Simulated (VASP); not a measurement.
# PbS (Galena) (P1) in VASP: further runs

PbS (Galena) is run at these levels: PBE+D4; tasks: single point.

All numbers are computed with VASP 6.6.1; they aren't measurements. Logs are shortened: lines on timing, memory, paths and dates and some standing lists are left out, and cuts for length are marked.

## Step 1: The cell of the first run

The typed cell holds 2 atoms: a = 4.245 Å, b = 4.150 Å, c = 4.102 Å, α = 60.85°, β = 61.49°, γ = 60.36°.

## Step 2: Single point, PBE+D4

The input, INCAR:

```
ALGO = Normal ; EDIFF = 1E-7
ENCUT = 520 ; GGA = PE
ISIF = 2 ; ISMEAR = 0
IVDW = 13 ; LASPH = T
LCHARG = T ; LELF = T
LREAL = F ; LVHAR = T
LWAVE = F ; NBANDS = 17
NELM = 80 ; PREC = Accurate
SIGMA = 0.01
```

The input, KPOINTS:

```
k-points
0
Gamma
  4 4 4
```

The input, POSCAR:

```
PbS
1.0
   -0.0838600000      2.9674300000      3.0347600000
    2.8986900000     -0.0188600000      2.9697600000
    2.8989000000      2.9026400000     -0.0190700000
Pb S
1 1
Direct
    0.0164700000      0.9778200000      0.0022300000
    0.4897500000      0.4950700000      0.5116800000
```

Potentials or basis: VASP PAW PBE potentials, release 64 (Pb_d, S).

Command:

```
$ cat potpaw_PBE.64/Pb_d/POTCAR potpaw_PBE.64/S/POTCAR > POTCAR
$ mpirun -np 1 vasp_std > vasp.out
```

OUTCAR:

```text
EDIFF = 1E-7
   ENCUT = 520
   GGA = PE
   ISIF = 2
   ISMEAR = 0
   IVDW = 13
   LASPH = T
   LREAL = F
   NELM = 80
   PREC = Accurate

 ion  position               nearest neighbor table
   1  0.016  0.978  0.002-   2 2.86   2 2.89   2 2.98   2 3.00   2 3.02   2 3.05
   2  0.490  0.495  0.512-   1 2.86   1 2.89   1 2.98   1 3.00   1 3.02   1 3.05

  LATTYP: Found a triclinic cell.
 ALAT       =     4.2452846267
 B/A-ratio  =     0.9943051951
 C/A-ratio  =     0.9663317805
 COS(alpha) =     0.0011994967
 COS(beta)  =     0.4772949932
 COS(gamma) =     0.5194800611

  Lattice vectors:

 A1 = (   0.0838600000,  -2.9674300000,  -3.0347600000)
 A2 = (   2.9825500000,  -2.9862900000,  -0.0650000000)
 A3 = (  -2.8989000000,  -2.9026400000,   0.0190700000)

Analysis of symmetry for initial positions (statically):
=====================================================================
 Subroutine PRICEL returns:
 Original cell was already a primitive cell.

 Routine SETGRP: Setting up the symmetry group for a
 triclinic supercell.

 Subroutine GETGRP returns: Found  1 space group operations
 (whereof  1 operations were pure point group operations)
 out of a pool of  2 trial point group operations.

The static configuration has the point symmetry C_1 .

Analysis of symmetry for dynamics (positions and initial velocities):
=====================================================================
 Subroutine PRICEL returns:
 Original cell was already a primitive cell.

 Routine SETGRP: Setting up the symmetry group for a
 triclinic supercell.

 Subroutine GETGRP returns: Found  1 space group operations
 (whereof  1 operations were pure point group operations)
 out of a pool of  2 trial point group operations.

The dynamic configuration has the point symmetry C_1 .

 Subroutine INISYM returns: Found  1 space group operations
 (whereof  1 operations are pure point group operations),
 and found     1 'primitive' translations

----------------------------------------------------------------------------------------

                                     Primitive cell

  volume of cell :      52.1336

  direct lattice vectors                    reciprocal lattice vectors
    -0.083860000  2.967430000  3.034760000    -0.165340446  0.166194613  0.162439095
     2.898690000 -0.018860000  2.969760000     0.170051810 -0.168717965  0.169673811
     2.898900000  2.902640000 -0.019070000     0.170135937  0.173513456 -0.164962447

  length of vectors
     4.245284627  4.149967936  4.102353452     0.285209699  0.293551651  0.293710343

  position of ions in fractional coordinates (direct lattice)
     0.016470000  0.977820000  0.002230000
     0.489750000  0.495070000  0.511680000

  ion indices of the primitive-cell ions
   primitive index   ion index
                 1           1
                 2           2

----------------------------------------------------------------------------------------

 KPOINTS: k-points

Automatic generation of k-mesh.
 Grid dimensions read from file:
 generate k-points for:    4    4    4

 Generating k-lattice:

  Cartesian coordinates                     Fractional coordinates (reciprocal lattice)
    -0.041335111  0.041548653  0.040609774     0.250000000  0.000000000 -0.000000000
     0.042512953 -0.042179491  0.042418453    -0.000000000  0.250000000 -0.000000000
     0.042533984  0.043378364 -0.041240612     0.000000000  0.000000000  0.250000000

  Length of vectors
     0.071302425  0.073387913  0.073427586

  Shift w.r.t. Gamma in fractional coordinates (k-lattice)
     0.000000000  0.000000000  0.000000000

 Subroutine IBZKPT returns following result:
 ===========================================

 Found     36 irreducible k-points:

 Following reciprocal coordinates:
            Coordinates               Weight
  0.000000  0.000000  0.000000      1.000000
  0.250000  0.000000  0.000000      2.000000
  0.500000  0.000000  0.000000      1.000000
  0.000000  0.250000 -0.000000      2.000000
  0.250000  0.250000 -0.000000      2.000000
  0.500000  0.250000 -0.000000      2.000000
[... 16 lines left out ...]
 -0.000000 -0.250000  0.250000      2.000000
  0.250000 -0.250000  0.250000      2.000000
 [... further k-points ...]
   k-points           NKPTS =     36   k-points in BZ     NKDIM =     36   number of bands    NBANDS=     17
   number of dos      NEDOS =    301   number of ions     NIONS =      2
   total plane-waves  NPLWV =  32768
   dimension x,y,z NGX =    32 NGY =   32 NGZ =   32
   dimension x,y,z NGXF=    64 NGYF=   64 NGZF=   64
   ions per type =               1   1
   NGX,Y,Z   is equivalent  to a cutoff of  12.53, 12.82, 12.97 a.u.
   NGXF,Y,Z  is equivalent  to a cutoff of  25.06, 25.64, 25.94 a.u.
 SYSTEM =  unknown system
   PREC   = accura    normal or accurate (medium, high low for compatibility)
   ISTART =      0    job   : 0-new  1-cont  2-samecut
   ICHARG =      2    charge: 1-file 2-atom 10-const
   ISPIN  =      1    spin polarized calculation?
   LNONCOLLINEAR =      F non collinear calculations
   LSORBIT =      F    spin-orbit coupling
   LASPH  =      T    aspherical Exc in radial PAW
   ENCUT  =  520.0 eV  38.22 Ry    6.18 a.u.   7.89  7.72  7.63*2*pi/ulx,y,z
   NELM   =     80;   NELMIN=  2; NELMDL= -5     # of ELM steps
   EDIFF  = 0.1E-06   stopping-criterion for ELM
   LREAL  =      F    real-space projection
   EDIFFG = 0.1E-05   stopping-criterion for IOM
   NSW    =      0    number of steps for IOM
   IBRION =     -1    ionic relax: 0-MD 1-quasi-New 2-CG
   NFREE  =      0    steps in history (QN), initial steepest desc. (CG)
   ISIF   =      2    stress and relaxation
   ISYM   =      2    0-nonsym 1-usesym 2-fastsym
   POTIM  = 0.5000    time-step for ionic-motion
   TEBEG  =    0.0;   TEEND  =   0.0 temperature during run
   PSTRESS=    0.0 pullay stress
   NELECT =      20.0000    total number of electrons
   NUPDOWN=      -1.0000    fix difference up-down
   EMIN   =  10.00;   EMAX   =-10.00  energy-range for DOS
   EFERMI =   0.00;   METHOD = LEGACY
   ISMEAR =     0;   SIGMA  =   0.01  broadening in eV -4-tet -1-fermi 0-gaus
   EFERMI_NEDOS =   21; number of points for ismear=-14 and -15
   IALGO  =     38    algorithm
   IMIX   =      4    mixing-type and parameters
     AMIX     =   0.40;   BMIX     =  1.00
     AMIX_MAG =   1.60;   BMIX_MAG =  1.00
  volume/ion in A,a.u.               =      26.07       175.91
  Fermi-wavevector in a.u.,A,eV,Ry     =   1.189540  2.247905 19.252318  1.415005
  Thomas-Fermi vector in A             =   2.325645
   LORBIT       =      0    0 simple, 1 ext, 2 COOP (PROOUT), +10 PAW based schemes
   GGA     = PE    functional components
   LHFCALC =     F    Hartree Fock is set to
   AEXX    =    0.0000 exact exchange contribution
   IVDW    =    13    specifies the selected vdW correction
   LEPSILON=     F    determine dielectric tensor
   LRPA    =     F    only Hartree local field effects (RPA)
 non-spin polarized calculation
 Gauss-broadening in eV      SIGMA  =   0.01
  energy-cutoff  :      520.00
  volume of cell :       52.13
 maximum number of plane-waves:      1424
   NGX = 15   NGY = 15   NGZ = 15

 number of electron      20.0000001 magnetization

 Free energy of the ion-electron system (eV)
  ---------------------------------------------------
  ext. energy  EPLUGINS =         0.00000000
  ---------------------------------------------------
  free energy    TOTEN  =        -8.72862515 eV

  energy without entropy =       -8.72862515  energy(sigma->0) =       -8.72862515

 E-fermi :   5.9520     XC(G=0):  -9.6874

 val. band max:        5.8840861281   @ k =   0.5000   0.0000   0.0000
 cond. band min:       6.0936127862   @ k =   0.5000   0.5000   0.5000
 fundamental gap:      0.2095266581
 Fermi energy:         5.9520121324

 k-point     1 :       0.0000    0.0000    0.0000
  band No.  band energies     occupation
      1     -10.9986      2.00000
      2     -10.9957      2.00000
      3     -10.9897      2.00000
      4     -10.9769      2.00000
      5     -10.9664      2.00000
      6      -7.7909      2.00000
[... 9 lines left out ...]
     16      12.8263      0.00000
     17      14.5416      0.00000

 k-point     2 :       0.2500    0.0000    0.0000
  band No.  band energies     occupation
      1     -11.0083      2.00000
      2     -10.9985      2.00000
      3     -10.9862      2.00000
      4     -10.9609      2.00000
      5     -10.9581      2.00000
      6      -7.3108      2.00000
[... 9 lines left out ...]
     16      13.9280      0.00000
     17      17.3350      0.00000

 k-point     3 :       0.5000    0.0000    0.0000
  band No.  band energies     occupation
      1     -11.0200      2.00000
      2     -11.0094      2.00000
      3     -10.9837      2.00000
      4     -10.9458      2.00000
      5     -10.9385      2.00000
      6      -6.6057      2.00000
[... 9 lines left out ...]
     16      15.9147      0.00000
     17      16.2519      0.00000

 k-point     4 :       0.0000    0.2500   -0.0000
  band No.  band energies     occupation
      1     -11.0085      2.00000
      2     -10.9888      2.00000
      3     -10.9836      2.00000
      4     -10.9694      2.00000
      5     -10.9594      2.00000
      6      -7.2843      2.00000
[... 9 lines left out ...]
     16      14.0243      0.00000
     17      17.6589      0.00000
[... 343 lines left out ...]
      1     -11.0872      2.00000
      2     -10.9807      2.00000
      3     -10.9748      2.00000
      4     -10.9643      2.00000
      5     -10.9335      2.00000
      6      -6.0953      2.00000
[... 9 lines left out ...]
     16      17.4797      0.00000
     17      18.1793      0.00000

 k-point    23 :      -0.0000   -0.2500    0.2500
  band No.  band energies     occupation
      1     -11.0259      2.00000
      2     -10.9975      2.00000
      3     -10.9759      2.00000
      4     -10.9653      2.00000
      5     -10.9521      2.00000
      6      -6.6063      2.00000
[... 9 lines left out ...]
     16      15.8129      0.00000
     17      16.7870      0.00000

 k-point    24 :       0.2500   -0.2500    0.2500
  band No.  band energies     occupation
      1     -11.0648      2.00000
      2     -10.9942      2.00000
      3     -10.9823      2.00000
      4     -10.9566      2.00000
      5     -10.9315      2.00000
      6      -6.3288      2.00000
[... 9 lines left out ...]
     16      16.5021      0.00000
     17      17.3265      0.00000

 [... further k-points ...]

------------------------ aborting loop because EDIFF is reached ----------------------------------------

  DFT-D4 for vdW energy calculation

  Edisp (eV):   -0.75772

  FORCE on cell =-STRESS in cart. coord.  units (eV):
  Direction    XX          YY          ZZ          XY          YZ          ZX
  --------------------------------------------------------------------------------------
  -------------------------------------------------------------------------------------
  Total       0.52366     0.39443    -0.60080     0.18604    -0.10796     0.18422
  in kB      16.09318    12.12155   -18.46390     5.71741    -3.31769     5.66134
  external pressure =        3.25 kB  Pullay stress =        0.00 kB

 VOLUME and BASIS-vectors are now :
 -----------------------------------------------------------------------------
  energy-cutoff  :      520.00
  volume of cell :       52.13
      direct lattice vectors                 reciprocal lattice vectors
    -0.083860000  2.967430000  3.034760000    -0.165340446  0.166194613  0.162439095
     2.898690000 -0.018860000  2.969760000     0.170051810 -0.168717965  0.169673811
     2.898900000  2.902640000 -0.019070000     0.170135937  0.173513456 -0.164962447

 POSITION                                       TOTAL-FORCE (eV/Angst)
 -----------------------------------------------------------------------------------
      2.83948      0.03690      2.95383        -0.010129      0.007264      0.023360
      2.87729      2.92918      2.94676         0.010129     -0.007264     -0.023360
 -----------------------------------------------------------------------------------
    total drift:                               -0.000028     -0.000054     -0.000186

  FREE ENERGIE OF THE ION-ELECTRON SYSTEM (eV)
  ---------------------------------------------------
  free  energy   TOTEN  =        -9.4863494512 eV

  energy  without entropy=       -9.4863494512  energy(sigma->0) =       -9.48634945
```

Wall time 16 s (1 thread of Intel Xeon 6975P-C, shared host); peak memory 0.19 GiB.

Results:

- Free energy: -9.4863 eV
- Pressure: 0.3 GPa
- Largest force: 0.026 eV/Å
- Band gap on the k mesh: 0.21 eV, indirect (least direct gap 0.35 eV)
- Dispersion energy per atom: -0.379 eV

Forces on the atoms (eV/Å):
```
Pb  -0.010  0.007  0.023
S    0.010 -0.007 -0.023
```

Caveat: the k points lie up to 0.46 Å⁻¹ apart; spin-orbit coupling is left out, which moves the levels of the heavy elements.

## Step 3: Single point, PBE+D4

The input, INCAR:

```
SYSTEM = PbS
PREC = Accurate ; ENCUT = 520
EDIFF = 1E-6 ; ISMEAR = 0
SIGMA = 0.01 ; LREAL = .FALSE.
LASPH = .TRUE. ; NELM = 60
ALGO = Normal ; ISIF = 2
LWAVE = .FALSE. ; LCHARG = .FALSE.
GGA = PE ; IVDW = 13
NBANDS = 17
```

The input, KPOINTS:

```
Automatic mesh
0
G
  4 4 4
  0 0 0
```

POSCAR: that of step 2 with these lines changed.

```diff
@@ -8,3 +8,3 @@
 Direct
-    0.0164700000      0.9778200000      0.0022300000
+    0.0172821955      0.9786683691      0.0014051878
     0.4897500000      0.4950700000      0.5116800000
```

Potentials or basis: VASP PAW PBE potentials, release 64 (Pb_d, S).

Command:

```
$ cat potpaw_PBE.64/Pb_d/POTCAR potpaw_PBE.64/S/POTCAR > POTCAR
$ mpirun -np 1 vasp_std > vasp.out
```

It took 13 s on 1 thread of Intel Xeon 6975P-C, shared host; peak memory 0.19 GiB.

It converged, with:

* Free energy: -9.4865 eV
* Pressure: 0.3 GPa
* Largest force: 0.029 eV/Å
* Band gap on the k mesh: 0.22 eV, indirect (least direct gap 0.35 eV)
* Dispersion energy per atom: -0.379 eV

Forces in eV/Å, atoms in the order of the input:
```
Pb  -0.009  0.007  0.027
S    0.009 -0.007 -0.027
```

Stress tensor (GPa, compression positive):
```
 1.61  0.57  0.56
 0.57  1.22 -0.33
 0.56 -0.33 -1.83
```

Levels at points of the mesh, in eV from the valence-band top:
```
           k point  band 8  band 9  band 10  band 11  band 12  band 13
(0.00, 0.00, 0.00)   -2.43   -2.20    -2.07     4.76     5.23     5.35
(0.50, 0.00, 0.00)   -1.80   -1.74     0.00     0.58     2.05     2.23
(0.00, 0.50, 0.00)   -1.96   -1.81    -0.10     0.28     1.79     2.07
(0.50, 0.50, 0.00)   -5.22   -3.58    -3.34     3.80     5.27     5.74
(0.00, 0.00, 0.50)   -1.92   -1.85    -0.10     0.29     1.84     1.99
(0.50, 0.00, 0.50)   -5.25   -3.68    -3.33     3.71     5.37     5.55
(0.00, 0.50, 0.50)   -5.23   -3.64    -3.38     3.74     5.28     5.60
(0.50, 0.50, 0.50)   -1.95   -1.88    -0.14     0.22     1.78     1.91
```

Caveat: the k points lie up to 0.46 Å⁻¹ apart; spin-orbit coupling is left out, which moves the levels of the heavy elements. A k mesh can miss the band edges.
